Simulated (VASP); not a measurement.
# Au (Fm-3m) in VASP: further runs, part 2 of 2

VASP 6.6.1.

## Step 3: Relaxation of cell and atoms, PBE

This run uses another cell than the first one, of 16.98 Å³/atom.

INCAR reads:

```
  PREC = Accurate
  ENCUT = 600
  EDIFF = 1E-7
  ISMEAR = 0
  SIGMA = 0.1
  LREAL = False
  LASPH = True
  NELM = 100
  ALGO = Fast
  ISIF = 3
  LWAVE = False
  LCHARG = False
  GGA = PE
  IBRION = 2
  NSW = 80
  EDIFFG = -0.003
```

KPOINTS reads:

```
regular mesh
0
Gamma
  34 34 34
```

POSCAR reads:

```
Au
1.0
    0.0000000000      2.0400000000      2.0400000000
    2.0400000000      0.0000000000      2.0400000000
    2.0400000000      2.0400000000      0.0000000000
Au
1
Direct
    0.0000000000      0.0000000000      0.0000000000
```

Potentials or basis: VASP PAW PBE potentials, release 64 (Au).

The run is started by

```sh
$ cat potpaw_PBE.64/Au/POTCAR > POTCAR
$ mpirun -np 1 vasp_std > vasp.out
```

OUTCAR:

```text
PREC = Accurate
   ENCUT = 600
   EDIFF = 1E-7
   ISMEAR = 0
   LREAL = False
   LASPH = True
   NELM = 100
   ISIF = 3
   GGA = PE
   IBRION = 2
   NSW = 80
   EDIFFG = -0.003

 ion  position               nearest neighbor table
   1  0.000  0.000  0.000-

  LATTYP: Found a face centered cubic cell.
 ALAT       =     4.0800000000

  Lattice vectors:

 A1 = (   0.0000000000,   2.0400000000,   2.0400000000)
 A2 = (   2.0400000000,   0.0000000000,   2.0400000000)
 A3 = (   2.0400000000,   2.0400000000,   0.0000000000)

Analysis of symmetry for initial positions (statically):
=====================================================================
 Subroutine PRICEL returns:
 Original cell was already a primitive cell.

 Routine SETGRP: Setting up the symmetry group for a
 face centered cubic supercell.

 Subroutine GETGRP returns: Found 48 space group operations
 (whereof 48 operations were pure point group operations)
 out of a pool of 48 trial point group operations.

The static configuration has the point symmetry O_h .

Analysis of symmetry for dynamics (positions and initial velocities):
=====================================================================
 Subroutine PRICEL returns:
 Original cell was already a primitive cell.

 Routine SETGRP: Setting up the symmetry group for a
 face centered cubic supercell.

 Subroutine GETGRP returns: Found 48 space group operations
 (whereof 48 operations were pure point group operations)
 out of a pool of 48 trial point group operations.

The dynamic configuration has the point symmetry O_h .

 Subroutine INISYM returns: Found 48 space group operations
 (whereof 48 operations are pure point group operations),
 and found     1 'primitive' translations

----------------------------------------------------------------------------------------
[... 120 lines left out ...]
   LEPSILON=     F    determine dielectric tensor
   LRPA    =     F    only Hartree local field effects (RPA)
 conjugate gradient relaxation of ions
 non-spin polarized calculation
 RMM-DIIS sequential band-by-band and
 Gauss-broadening in eV      SIGMA  =   0.10
  energy-cutoff  :      600.00
  volume of cell :       16.98
 maximum number of plane-waves:       588
   NGX = 11   NGY = 11   NGZ = 11

--------------------------------------- Ionic step        1  -------------------------------------------

 number of electron      11.0000000 magnetization

 Free energy of the ion-electron system (eV)
  ---------------------------------------------------
  ext. energy  EPLUGINS =         0.00000000
  ---------------------------------------------------
  free energy    TOTEN  =        -3.19545777 eV

  energy without entropy =       -3.19434631  energy(sigma->0) =       -3.19490204

------------------------ aborting loop because EDIFF is reached ----------------------------------------

  FORCE on cell =-STRESS in cart. coord.  units (eV):
  Direction    XX          YY          ZZ          XY          YZ          ZX
  --------------------------------------------------------------------------------------
  -------------------------------------------------------------------------------------
  Total        0.9650484      0.9650484      0.9650484     -0.0000000     -0.0000000      0.0000000
  in kB       91.0624228     91.0624228     91.0624228     -0.0000000     -0.0000000      0.0000000
  external PRESSURE =      91.0624228 kB  Pullay stress =       0.0000000 kB
[... 92 lines left out ...]
--------------------------------------- Ionic step        4  -------------------------------------------

 number of electron      11.0000002 magnetization

 Free energy of the ion-electron system (eV)
  ---------------------------------------------------
  ext. energy  EPLUGINS =         0.00000000
  ---------------------------------------------------
  free energy    TOTEN  =        -3.22106667 eV

  energy without entropy =       -3.21971927  energy(sigma->0) =       -3.22039297

 E-fermi :   8.6715     XC(G=0): -12.4107

 val. band max:        8.6670913950   @ k =  -0.4412   0.0882   0.0000
 cond. band min:       8.6826116589   @ k =   0.5000   0.2647   0.0882
 fundamental gap:      0.0155202639
 Fermi energy:         8.6715110081

 k-point     1 :       0.0000    0.0000    0.0000
  band No.  band energies     occupation
      1      -0.6839      2.00000
      2       4.2137      2.00000
      3       4.2137      2.00000
      4       4.2137      2.00000
      5       5.5960      2.00000
      6       5.5960      2.00000
      7      23.2197      0.00000
      8      26.9230      0.00000
      9      26.9230      0.00000
[... 265 lines left out ...]
 k-point    24 :       0.1765    0.0294    0.0000
  band No.  band energies     occupation
      1       0.2155      2.00000
      2       3.9963      2.00000
      3       4.4509      2.00000
      4       4.4575      2.00000
      5       5.4690      2.00000
      6       5.6314      2.00000
      7      22.5654      0.00000
      8      24.2478      0.00000
      9      27.2757      0.00000

 [... further k-points ...]
[... 5 lines left out ...]
  --------------------------------------------------------------------------------------
  -------------------------------------------------------------------------------------
  Total        0.0008696      0.0008696      0.0008696      0.0000000      0.0000000      0.0000000
  in kB        0.0776572      0.0776572      0.0776572      0.0000000      0.0000000      0.0000000
  external PRESSURE =       0.0776572 kB  Pullay stress =       0.0000000 kB
[... 16 lines left out ...]
  FREE ENERGIE OF THE ION-ELECTRON SYSTEM (eV)
  ---------------------------------------------------
  free  energy   TOTEN  =        -3.2210666653 eV

  energy  without entropy=       -3.2197192653  energy(sigma->0) =       -3.22039297

 reached required accuracy - stopping structural energy minimisation
```

OSZICAR:

```text
N       E                     dE             d eps       ncg     rms          rms(c)
DAV:   1     0.493728248969E+02    0.49373E+02   -0.63815E+03 19983   0.123E+03
DAV:   2    -0.299587396233E+01   -0.52369E+02   -0.49450E+02 19692   0.216E+02
DAV:   3    -0.346107100018E+01   -0.46520E+00   -0.46451E+00 22931   0.214E+01
[... 46 lines left out ...]
RMM:   2    -0.322107065731E+01    0.15380E-03   -0.26920E-04 19062   0.172E-01    0.285E-02
RMM:   3    -0.322106560607E+01    0.50512E-05   -0.19887E-05 19062   0.502E-02    0.233E-02
RMM:   4    -0.322106678706E+01   -0.11810E-05   -0.23273E-06 19055   0.171E-02    0.293E-03
RMM:   5    -0.322106666153E+01    0.12553E-06   -0.43900E-07 16729   0.684E-03    0.772E-04
RMM:   6    -0.322106666529E+01   -0.37606E-08   -0.65749E-08 12440   0.247E-03
   4 F= -.32210667E+01 E0= -.32203930E+01  d E =-.256089E-01
```

CONTCAR:

```text
Au
   1.00000000000000
    -0.0000000000000000    2.0778132524990518    2.0778132524990518
     2.0778132524990518   -0.0000000000000000    2.0778132524990518
     2.0778132524990518    2.0778132524990518    0.0000000000000000
  Au
     1
Direct
     0.0000000000000000    0.0000000000000000    0.0000000000000000

  0.00000000E+00  0.00000000E+00  0.00000000E+00
```

Wall time 13 min (1 thread of Intel Xeon 8259CL, shared host); peak memory 0.36 GiB.

Results:

```
Free energy                           : -3.2211 eV
Relaxed volume                        : 17.94 Å³/atom
Relaxed cell                          : a = 2.938 Å, b = 2.938 Å, c = 2.938 Å, α = 60.00°, β = 60.00°, γ = 60.00°
Space group after relaxing (to 0.1 Å) : Fm-3m (No. 225)
Energy gained by relaxing             : 25.6 meV/atom
Ionic steps                           : 4
Pressure after relaxing               : 0.0 GPa
Band gap on the k mesh                : zero (an odd number of electrons rules out a gap without spin polarisation)
```

The path:
| step | energy change (eV) | largest force (eV/Å) | pressure (GPa) | volume (Å³) |
| --- | --- | --- | --- | --- |
| 1 | 0.0000 | 0.0000 | 9.11 | 16.98 |
| 2 | 0.0211 | 0.0000 | -8.91 | 19.46 |
| 3 | -0.0256 | 0.0000 | -0.15 | 17.96 |
| 4 | -0.0256 | 0.0000 | 0.01 | 17.94 |

Final structure:
```
CELL_PARAMETERS angstrom
0.00000 2.07781 2.07781
2.07781 0.00000 2.07781
2.07781 2.07781 0.00000
ATOMIC_POSITIONS crystal
Au 0.00000 0.00000 0.00000
```

Levels at points of the mesh, in eV from the Fermi level:
```
           k point  band 2  band 3  band 4  band 5  band 6  band 7  band 8  band 9
(0.00, 0.00, 0.00)   -4.46   -4.46   -4.46   -3.08   -3.08   14.55   18.25   18.25
(0.50, 0.00, 0.00)   -4.49   -4.49   -1.98   -1.98   -0.75    2.77   13.99   16.71
(0.50, 0.50, 0.00)   -6.35   -2.02   -1.69   -1.69    1.13    5.33    9.83    9.83
```

Caveat: spin-orbit coupling is left out, which moves the levels of the heavy elements.
